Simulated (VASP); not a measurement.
Runs of VASP 6.6.1 on Cd. The structure is that of space group Fm-3m (No. 225), or close to it. The cells are those of the table. This isn't the form of Cd at room conditions, which is hcp.

```tsv
cell	gap on the mesh (eV)	pressure (GPa)
a = 3.161, b = 3.161, c = 3.137 Å, angles 60.2, 60.2, 59.5°, 1 atom	none	-2.5
a = 3.138, b = 3.138, c = 3.043 Å, angles 61.0, 61.0, 58.0°, 1 atom	none	(b)
a = 3.161, b = 3.161, c = 3.090 Å, angles 60.7, 60.7, 58.5°, 1 atom	none	-1.7
a = 3.113, b = 3.113, c = 3.090 Å, angles 60.3, 60.3, 59.5°, 1 atom	none	-0.2
a = 3.114, b = 3.114, c = 3.043 Å, angles 60.8, 60.8, 58.5°, 1 atom	none	(a)
a = 3.090, b = 3.090, c = 3.137 Å, angles 59.5, 59.5, 61.0°, 1 atom	none	-0.3
a = 3.066, b = 3.066, c = 3.090 Å, angles 59.7, 59.7, 60.5°, 1 atom	none	(c)
a = 3.066, b = 3.066, c = 3.043 Å, angles 60.3, 60.3, 59.5°, 1 atom	none	2.7
a = 3.043 Å, angles 60.0°, 1 atom	none	3.8
a = 3.113, b = 3.113, c = 3.137 Å, angles 59.8, 59.8, 60.5°, 1 atom	none	-1.1
```

Alike in all rows: task single point; level PBEsol; potentials or basis VASP PAW PBE potentials, release 64 (Cd); no spin polarisation; k mesh 18 × 18 × 18; cutoff (eV) 520; smearing gaussian 0.15 eV.

Fill in the values left out.

(a) 0.8; (b) -0.1; (c) 1.6.

Caveats: the PAW data sets were made with another functional, which shifts forces and pressure a little; the cell stands under pressure (at least some runs).

A k mesh can miss the band edges, and the runs leave out spin-orbit coupling on Cd.

A gap of «none» marks levels without a gap at the run's occupations.
